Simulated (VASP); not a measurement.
A run of VASP 6.6.1 is set up as follows.

Contents of INCAR:

```
  PREC = Accurate
  ENCUT = 520
  EDIFF = 1E-6
  ISMEAR = 0
  SIGMA = 0.1
  LREAL = F
  LASPH = T
  NELM = 80
  ALGO = Fast
  ISIF = 2
  LWAVE = F
  LCHARG = T
  GGA = PE
  LELF = T
  LVHAR = T
  NBANDS = 43
```

File KPOINTS:

```
Automatic mesh
0
Gamma
  4 4 6
```

The input POSCAR:

```
SnRu4
1.0
    4.2645481286     -3.7424602074      0.0000000000
    4.2645481286      3.7424602074      0.0000000000
    0.0000000000      0.0000000000      2.7893625394
Sn Ru
1 4
Direct
    0.0000000000      0.0000000000      0.0000000000
    0.6890634700      0.3109365300      0.5000000000
    0.3109365300      0.6890634700      0.5000000000
    0.3110645684      0.3110645684      0.0000000000
    0.6889354316      0.6889354316      0.0000000000
```

Potentials or basis: VASP PAW PBE potentials, release 64 (Sn_d, Ru_pv).

Command:

```bash
$ cat potpaw_PBE.64/Sn_d/POTCAR potpaw_PBE.64/Ru_pv/POTCAR > POTCAR
$ mpirun -np 1 vasp_std > vasp.out
```

Q: Predict the largest force.

A: 0.009 eV/Å.

Q: Estimate the band gap on the k mesh.

A: Zero (bands 35 and 36 overlap by 1.43 eV).

Q: Predict the pressure.

A: 0.1 GPa.

Stress tensor (GPa, compression positive):
```
0.17 0.00 0.00
0.00 0.17 0.00
0.00 0.00 0.02
```

Caveat: the k points lie up to 0.38 Å⁻¹ apart, too coarse for converged energies and pressures of a metal; spin-orbit coupling is left out, which moves the levels of the heavy elements.
